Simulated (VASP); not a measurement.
# Zn (R-3m) in VASP: further runs

Runs on Zn. Level: PBE. Tasks: single point.

All numbers are computed with VASP 6.6.1; they aren't measurements. Logs are shortened: lines on timing, memory, paths and dates and some standing lists are left out, and cuts for length are marked.

## 1. The cell of the first run

Symmetry: R-3m, No. 166, trigonal system. The conventional cell has a = 3.171 Å, b = 3.171 Å, c = 5.223 Å, α = 90.00°, β = 90.00°, γ = 120.00°. Zn (site symmetry -3m) has 12 Zn at 2.53 to 3.17 Å within 3.3 Å.

## 2. Single point, PBE (15.16 Å³/atom)

INCAR

```
SYSTEM = Zn
PREC = Accurate
ENCUT = 520
EDIFF = 1E-6
ISMEAR = 0
SIGMA = 0.15
LREAL = .FALSE.
LASPH = .TRUE.
NELM = 100
ALGO = Fast
ISIF = 2
LWAVE = .FALSE.
LCHARG = .FALSE.
GGA = PE
NBANDS = 12
```

KPOINTS

```
regular mesh
0
G
  22 22 22
  0 0 0
```

POSCAR

```
Zn
1.0
   -0.4895222809      1.7525645019      1.7525645019
    1.7525645019     -0.4895222809      1.7525645019
    1.7525645019      1.7525645019     -0.4895222809
Zn
1
Direct
    0.0000000000      0.0000000000      0.0000000000
```

Potentials or basis: VASP PAW PBE potentials, release 64 (Zn).

The run is started by

```bash
cat potpaw_PBE.64/Zn/POTCAR > POTCAR
mpirun -np 1 vasp_std > vasp.out
```

OUTCAR:

```text
SYSTEM = Zn
   PREC = Accurate
   ENCUT = 520
   EDIFF = 1E-6
   ISMEAR = 0
   LREAL = .FALSE.
   LASPH = .TRUE.
   NELM = 100
   ISIF = 2
   GGA = PE

 ion  position               nearest neighbor table
   1  0.000  0.000  0.000-

  LATTYP: Found a trigonal (rhomboedric) cell.
 ALAT       =     2.5263801634
 COS(alpha) =     0.2123968732

  Lattice vectors:

 A1 = (  -0.4895222809,   1.7525645019,   1.7525645019)
 A2 = (   1.7525645019,  -0.4895222809,   1.7525645019)
 A3 = (   1.7525645019,   1.7525645019,  -0.4895222809)

Analysis of symmetry for initial positions (statically):
=====================================================================
 Subroutine PRICEL returns:
 Original cell was already a primitive cell.

 Routine SETGRP: Setting up the symmetry group for a
 trigonal (rhombohedral) supercell.

 Subroutine GETGRP returns: Found 12 space group operations
 (whereof 12 operations were pure point group operations)
 out of a pool of 12 trial point group operations.

The static configuration has the point symmetry D_3d.

Analysis of symmetry for dynamics (positions and initial velocities):
=====================================================================
 Subroutine PRICEL returns:
 Original cell was already a primitive cell.

 Routine SETGRP: Setting up the symmetry group for a
 trigonal (rhombohedral) supercell.

 Subroutine GETGRP returns: Found 12 space group operations
 (whereof 12 operations were pure point group operations)
 out of a pool of 12 trial point group operations.

The dynamic configuration has the point symmetry D_3d.

 Subroutine INISYM returns: Found 12 space group operations
 (whereof 12 operations are pure point group operations),
 and found     1 'primitive' translations

----------------------------------------------------------------------------------------

                                     Primitive cell

  volume of cell :      15.1593

  direct lattice vectors                    reciprocal lattice vectors
    -0.489522281  1.752564502  1.752564502    -0.186805968  0.259207098  0.259207098
     1.752564502 -0.489522281  1.752564502     0.259207098 -0.186805968  0.259207098
     1.752564502  1.752564502 -0.489522281     0.259207098  0.259207098 -0.186805968

  length of vectors
     2.526380163  2.526380163  2.526380163     0.411428133  0.411428133  0.411428133

  position of ions in fractional coordinates (direct lattice)
     0.000000000  0.000000000  0.000000000

[... 83 lines left out ...]
   POTIM  = 0.5000    time-step for ionic-motion
   TEBEG  =    0.0;   TEEND  =   0.0 temperature during run
   PSTRESS=    0.0 pullay stress
   NELECT =      12.0000    total number of electrons
   NUPDOWN=      -1.0000    fix difference up-down
   EMIN   =  10.00;   EMAX   =-10.00  energy-range for DOS
   EFERMI =   0.00;   METHOD = LEGACY
   ISMEAR =     0;   SIGMA  =   0.15  broadening in eV -4-tet -1-fermi 0-gaus
   EFERMI_NEDOS =   21; number of points for ismear=-14 and -15
   IALGO  =     68    algorithm
   IMIX   =      4    mixing-type and parameters
     AMIX     =   0.40;   BMIX     =  1.00
     AMIX_MAG =   1.60;   BMIX_MAG =  1.00
  volume/ion in A,a.u.               =      15.16       102.30
  Fermi-wavevector in a.u.,A,eV,Ry     =   1.514405  2.861811 31.203912  2.293423
  Thomas-Fermi vector in A             =   2.624067
   LORBIT       =      0    0 simple, 1 ext, 2 COOP (PROOUT), +10 PAW based schemes
   GGA     = PE    functional components
   LHFCALC =     F    Hartree Fock is set to
   AEXX    =    0.0000 exact exchange contribution
   IVDW    =     0    specifies the selected vdW correction
   LEPSILON=     F    determine dielectric tensor
   LRPA    =     F    only Hartree local field effects (RPA)
 non-spin polarized calculation
 RMM-DIIS sequential band-by-band and
 Gauss-broadening in eV      SIGMA  =   0.15
  energy-cutoff  :      520.00
  volume of cell :       15.16
 maximum number of plane-waves:       420
   NGX =  9   NGY =  9   NGZ =  9

 number of electron      11.9999987 magnetization

 Free energy of the ion-electron system (eV)
  ---------------------------------------------------
  ext. energy  EPLUGINS =         0.00000000
  ---------------------------------------------------
  free energy    TOTEN  =        -0.89671384 eV

  energy without entropy =       -0.89313926  energy(sigma->0) =       -0.89492655

 E-fermi :   2.9138     XC(G=0): -11.5220

 val. band max:        2.9130135670   @ k =   0.5000   0.4091   0.4091
 cond. band min:       2.9204089318   @ k =  -0.4545   0.4545   0.0909
 fundamental gap:      0.0073953648
 Fermi energy:         2.9137887806

 k-point     1 :       0.0000    0.0000    0.0000
  band No.  band energies     occupation
      1      -7.3095      2.00000
      2      -5.2793      2.00000
      3      -5.2793      2.00000
      4      -4.0487      2.00000
      5      -4.0487      2.00000
      6      -4.0467      2.00000
      7      17.4915      0.00000
      8      17.4915      0.00000
      9      17.9424      0.00000
     10      20.6092      0.00000
     11      20.6092      0.00000
     12      23.9495      0.00000
[... 331 lines left out ...]
 k-point    24 :      -0.4545    0.0455   -0.0000
  band No.  band energies     occupation
      1      -5.4081      2.00000
      2      -5.2009      2.00000
      3      -4.3204      2.00000
      4      -4.1365      2.00000
      5      -4.0527      2.00000
      6      -1.0159      2.00000
      7       1.2039      2.00000
      8      18.1471      0.00000
      9      19.6971      0.00000
     10      23.0807      0.00000
     11      25.3208      0.00000
     12      28.1782      0.00000

 [... further k-points ...]

------------------------ aborting loop because EDIFF is reached ----------------------------------------

  FORCE on cell =-STRESS in cart. coord.  units (eV):
  Direction    XX          YY          ZZ          XY          YZ          ZX
  --------------------------------------------------------------------------------------
  -------------------------------------------------------------------------------------
  Total        0.9031231      0.9031231      0.9031231      0.3843936      0.3843936      0.3843936
  in kB       95.4504478     95.4504478     95.4504478     40.6262879     40.6262879     40.6262879
  external PRESSURE =      95.4504478 kB  Pullay stress =       0.0000000 kB

 VOLUME and BASIS-vectors are now :
 -----------------------------------------------------------------------------
  energy-cutoff  :      520.00
  volume of cell :       15.16
      direct lattice vectors                 reciprocal lattice vectors
    -0.489522281  1.752564502  1.752564502    -0.186805968  0.259207098  0.259207098
     1.752564502 -0.489522281  1.752564502     0.259207098 -0.186805968  0.259207098
     1.752564502  1.752564502 -0.489522281     0.259207098  0.259207098 -0.186805968

 POSITION                                       TOTAL-FORCE (eV/Angst)
 -----------------------------------------------------------------------------------
      0.00000      0.00000      0.00000         0.000000     -0.000000     -0.000000
 -----------------------------------------------------------------------------------
    total drift:                                0.000000      0.000000      0.000000

  FREE ENERGIE OF THE ION-ELECTRON SYSTEM (eV)
  ---------------------------------------------------
  free  energy   TOTEN  =        -0.8967138432 eV

  energy  without entropy=       -0.8931392622  energy(sigma->0) =       -0.89492655
```

Wall time 3.6 min (1 thread of Intel Xeon 8259CL, shared host); peak memory 0.28 GiB.

Results:

```yaml
Free_energy: -0.8967 eV
Pressure: 9.5 GPa
Band_gap_on_the_k_mesh: zero (bands 6 and 7 overlap by 5.07 eV)
```

Levels at points of the mesh, in eV from the Fermi level:
```tsv
k point	band 2	band 3	band 4	band 5	band 6	band 7	band 8	band 9	band 10	band 11
(0.00, 0.00, 0.00)	-8.19	-8.19	-6.96	-6.96	-6.96	14.58	14.58	15.03	17.70	17.70
(0.50, 0.00, 0.00)	-8.12	-7.22	-7.04	-6.96	-3.37	-2.45	16.65	16.73	19.45	21.51
(0.50, 0.50, 0.00)	-8.17	-7.11	-7.07	-6.57	-0.24	2.71	3.99	8.36	16.42	20.36
(0.50, 0.50, 0.50)	-7.85	-7.85	-6.58	-6.58	1.33	5.30	9.31	9.31	13.27	14.22
```

Caveat: the cell stands under pressure.

## 3. Single point, PBE (16.78 Å³/atom)

This run uses another cell than the first one, of 16.78 Å³/atom.

INCAR: that of step 2 with these lines changed.

```diff
@@ -3,3 +3,3 @@
 ENCUT = 520
-EDIFF = 1E-6
+EDIFF = 1E-7
 ISMEAR = 0
```

KPOINTS

```
Automatic mesh
0
G
  22 22 22
  0 0 0
```

POSCAR

```
Zn
1.0
    0.9033242754      2.5695643310      2.5695643310
    2.5695643310      0.9033242754      2.5695643310
    2.5695643310      2.5695643310      0.9033242754
Zn
1
Direct
    0.0000000000      0.0000000000      0.0000000000
```

Potentials or basis: VASP PAW PBE potentials, release 64 (Zn).

The run is started by

```bash
cat potpaw_PBE.64/Zn/POTCAR > POTCAR
mpirun -np 1 vasp_std > vasp.out
```

OUTCAR:

```text
SYSTEM = Zn
   PREC = Accurate
   ENCUT = 520
   EDIFF = 1E-7
   ISMEAR = 0
   LREAL = .FALSE.
   LASPH = .TRUE.
   NELM = 100
   ISIF = 2
   GGA = PE

 ion  position               nearest neighbor table
   1  0.000  0.000  0.000-

  LATTYP: Found a trigonal (rhomboedric) cell.
 ALAT       =     3.7445048336
 COS(alpha) =     0.8019903528

  Lattice vectors:

 A1 = (   0.9033242754,   2.5695643310,   2.5695643310)
 A2 = (   2.5695643310,   0.9033242754,   2.5695643310)
 A3 = (   2.5695643310,   2.5695643310,   0.9033242754)
[... 539 lines left out ...]
     12      22.7061      0.00000

 [... further k-points ...]

------------------------ aborting loop because EDIFF is reached ----------------------------------------

  FORCE on cell =-STRESS in cart. coord.  units (eV):
  Direction    XX          YY          ZZ          XY          YZ          ZX
  --------------------------------------------------------------------------------------
  -------------------------------------------------------------------------------------
  Total        2.0473420      2.0473420      2.0473420     -1.2646328     -1.2646328     -1.2646328
  in kB      195.5296248    195.5296248    195.5296248   -120.7776555   -120.7776555   -120.7776555
  external PRESSURE =     195.5296248 kB  Pullay stress =       0.0000000 kB

 VOLUME and BASIS-vectors are now :
 -----------------------------------------------------------------------------
  energy-cutoff  :      520.00
  volume of cell :       16.78
      direct lattice vectors                 reciprocal lattice vectors
     0.903324275  2.569564331  2.569564331    -0.344937178  0.255216441  0.255216441
     2.569564331  0.903324275  2.569564331     0.255216441 -0.344937178  0.255216441
     2.569564331  2.569564331  0.903324275     0.255216441  0.255216441 -0.344937178

 POSITION                                       TOTAL-FORCE (eV/Angst)
 -----------------------------------------------------------------------------------
      0.00000      0.00000      0.00000         0.000000      0.000000      0.000000
 -----------------------------------------------------------------------------------
    total drift:                               -0.000000     -0.000000     -0.000000

  FREE ENERGIE OF THE ION-ELECTRON SYSTEM (eV)
  ---------------------------------------------------
  free  energy   TOTEN  =        -0.7304985330 eV

  energy  without entropy=       -0.7280231700  energy(sigma->0) =       -0.72926085
```

OSZICAR:

```text
N       E                     dE             d eps       ncg     rms          rms(c)
DAV:   1     0.452585552970E+02    0.45259E+02   -0.66255E+03 25124   0.154E+03
DAV:   2     0.690539617660E+00   -0.44568E+02   -0.42220E+02 25480   0.220E+02
DAV:   3    -0.873450847192E+00   -0.15640E+01   -0.15617E+01 28428   0.409E+01
DAV:   4    -0.878250418552E+00   -0.47996E-02   -0.47993E-02 26112   0.226E+00
DAV:   5    -0.878254881165E+00   -0.44626E-05   -0.44628E-05 28016   0.665E-02    0.413E+00
RMM:   6    -0.747806654623E+00    0.13045E+00   -0.30132E-01 30300   0.747E+00    0.261E+00
RMM:   7    -0.735240710233E+00    0.12566E-01   -0.10823E-02 29909   0.143E+00    0.122E+00
RMM:   8    -0.730513738232E+00    0.47270E-02   -0.48079E-03 29270   0.758E-01    0.100E-01
RMM:   9    -0.730562147545E+00   -0.48409E-04   -0.87189E-04 30844   0.435E-01    0.816E-02
RMM:  10    -0.730499294837E+00    0.62853E-04   -0.13982E-04 31092   0.145E-01    0.171E-02
RMM:  11    -0.730499612671E+00   -0.31783E-06   -0.99666E-06 30309   0.320E-02    0.116E-02
RMM:  12    -0.730498487014E+00    0.11257E-05   -0.30950E-06 31016   0.234E-02    0.183E-03
RMM:  13    -0.730498532981E+00   -0.45967E-07   -0.11701E-07 20650   0.382E-03
   1 F= -.73049853E+00 E0= -.72926085E+00  d E =-.247536E-02
```

stdout:

```text
POSCAR found type information on POSCAR Zn
 POSCAR found :  1 types and       1 ions
 scaLAPACK will be used
 LDA part: xc-table for (Slater+PW92), standard interpolation
 POSCAR, INCAR and KPOINTS ok, starting setup
 FFT: planning ... GRIDC
 FFT: planning ... GRID_SOFT
 FFT: planning ... GRID
 WAVECAR not read
 entering main loop
WARNING in EDDRMM: call to ZHEGV failed, returncode =   8  4     12
WARNING in EDDRMM: call to ZHEGV failed, returncode =   8  4     10
WARNING in EDDRMM: call to ZHEGV failed, returncode =   8  4     12
WARNING in EDDRMM: call to ZHEGV failed, returncode =   6  3     11
WARNING in EDDRMM: call to ZHEGV failed, returncode =   6  3     11
WARNING in EDDRMM: call to ZHEGV failed, returncode =   6  3     11
WARNING in EDDRMM: call to ZHEGV failed, returncode =   6  3      9
```

Wall time 6.1 min (1 thread of Intel Xeon Platinum 8259CL at 2.50GHz (Skylake/Cascade Lake), shared host); peak memory 0.32 GiB.

What came out:

* Free energy: -0.7305 eV
* Pressure: 19.6 GPa
* Band gap on the k mesh: zero (bands 6 and 7 overlap by 6.96 eV)

Stress tensor (GPa, compression positive):
```
 19.55 -12.08 -12.08
-12.08  19.55 -12.08
-12.08 -12.08  19.55
```

Levels at points of the mesh, in eV from the Fermi level:
```tsv
k point	band 4	band 5	band 6	band 7	band 8	band 9
(0.00, 0.00, 0.00)	-7.86	-6.94	-6.94	2.45	6.94	25.49
(0.50, 0.00, 0.00)	-7.17	-6.46	-1.21	2.27	8.54	11.86
(0.50, 0.50, 0.00)	-7.08	-6.46	-0.70	3.23	5.97	9.01
(0.50, 0.50, 0.50)	-6.94	-6.94	-6.42	-3.72	18.82	21.54
```

Caveat: the cell stands under pressure.

## 4. Single point, PBE (16.78 Å³/atom)

This run uses another cell than the first one, of 16.78 Å³/atom.

INCAR

```
SYSTEM = Zn
  PREC = Accurate
  ENCUT = 520
  EDIFF = 1E-6
  ISMEAR = 0
  SIGMA = 0.15
  LREAL = .False.
  LASPH = .True.
  NELM = 60
  ALGO = Fast
  ISIF = 2
  LWAVE = .False.
  LCHARG = .False.
  GGA = PE
  NBANDS = 12
```

KPOINTS

```
regular mesh
0
Gamma
  22 22 22
  0 0 0
```

POSCAR

```
Zn
1.0
   -0.7408133897      1.7368233652      1.7368233652
    1.7368233652     -0.7408133897      1.7368233652
    1.7368233652      1.7368233652     -0.7408133897
Zn
1
Direct
    0.0000000000      0.0000000000      0.0000000000
```

Potentials or basis: VASP PAW PBE potentials, release 64 (Zn).

The run is started by

```bash
cat potpaw_PBE.64/Zn/POTCAR > POTCAR
mpirun -np 1 vasp_std > vasp.out
```

OUTCAR:

```text
SYSTEM = Zn
   PREC = Accurate
   ENCUT = 520
   EDIFF = 1E-6
   ISMEAR = 0
   LREAL = .False.
   LASPH = .True.
   NELM = 60
   ISIF = 2
   GGA = PE

 ion  position               nearest neighbor table
   1  0.000  0.000  0.000-

  LATTYP: Found a trigonal (rhomboedric) cell.
 ALAT       =     2.5655243679
 COS(alpha) =     0.0673407928

  Lattice vectors:

 A1 = (  -0.7408133897,   1.7368233652,   1.7368233652)
 A2 = (   1.7368233652,  -0.7408133897,   1.7368233652)
 A3 = (   1.7368233652,   1.7368233652,  -0.7408133897)

Analysis of symmetry for initial positions (statically):
=====================================================================
 Subroutine PRICEL returns:
 Original cell was already a primitive cell.

 Routine SETGRP: Setting up the symmetry group for a
 trigonal (rhombohedral) supercell.

 Subroutine GETGRP returns: Found 12 space group operations
 (whereof 12 operations were pure point group operations)
 out of a pool of 12 trial point group operations.

The static configuration has the point symmetry D_3d.

Analysis of symmetry for dynamics (positions and initial velocities):
[... 169 lines left out ...]
      3      -5.8508      2.00000
      4      -4.5631      2.00000
      5      -4.5631      2.00000
      6      -4.5443      2.00000
      7      15.1732      0.00000
      8      15.1732      0.00000
      9      15.4047      0.00000
     10      18.2076      0.00000
     11      18.2076      0.00000
     12      21.2461      0.00000
[... 331 lines left out ...]
 k-point    24 :      -0.4545    0.0455    0.0000
  band No.  band energies     occupation
      1      -5.7122      2.00000
      2      -5.6682      2.00000
      3      -4.9415      2.00000
      4      -4.8918      2.00000
      5      -4.5338      2.00000
      6      -1.6464      2.00000
      7       0.4642      2.00000
      8      17.9534      0.00000
      9      19.3526      0.00000
     10      22.7238      0.00000
     11      22.7528      0.00000
     12      23.0430      0.00000

 [... further k-points ...]

------------------------ aborting loop because EDIFF is reached ----------------------------------------

  FORCE on cell =-STRESS in cart. coord.  units (eV):
  Direction    XX          YY          ZZ          XY          YZ          ZX
  --------------------------------------------------------------------------------------
  -------------------------------------------------------------------------------------
  Total        0.4837673      0.4837673      0.4837673      0.1128954      0.1128954      0.1128954
  in kB       46.2017752     46.2017752     46.2017752     10.7819799     10.7819799     10.7819799
  external PRESSURE =      46.2017752 kB  Pullay stress =       0.0000000 kB

 VOLUME and BASIS-vectors are now :
 -----------------------------------------------------------------------------
  energy-cutoff  :      520.00
  volume of cell :       16.78
      direct lattice vectors                 reciprocal lattice vectors
    -0.740813390  1.736823365  1.736823365    -0.147100079  0.256510337  0.256510337
     1.736823365 -0.740813390  1.736823365     0.256510337 -0.147100079  0.256510337
     1.736823365  1.736823365 -0.740813390     0.256510337  0.256510337 -0.147100079

 POSITION                                       TOTAL-FORCE (eV/Angst)
 -----------------------------------------------------------------------------------
      0.00000      0.00000      0.00000         0.000000      0.000000     -0.000000
 -----------------------------------------------------------------------------------
    total drift:                                0.000000      0.000000      0.000000

  FREE ENERGIE OF THE ION-ELECTRON SYSTEM (eV)
  ---------------------------------------------------
  free  energy   TOTEN  =        -0.8719848250 eV

  energy  without entropy=       -0.8678645551  energy(sigma->0) =       -0.86992469
```

It took 2.2 min on 1 thread of Intel Xeon Platinum 8259CL at 2.50GHz (Skylake/Cascade Lake), shared host; peak memory 0.29 GiB.

Results:

```yaml
Free_energy: -0.8720 eV
Pressure: 4.6 GPa
Band_gap_on_the_k_mesh: zero (bands 6 and 7 overlap by 7.16 eV)
```

Caveat: the cell stands under pressure.

[end of part 1 of 2]
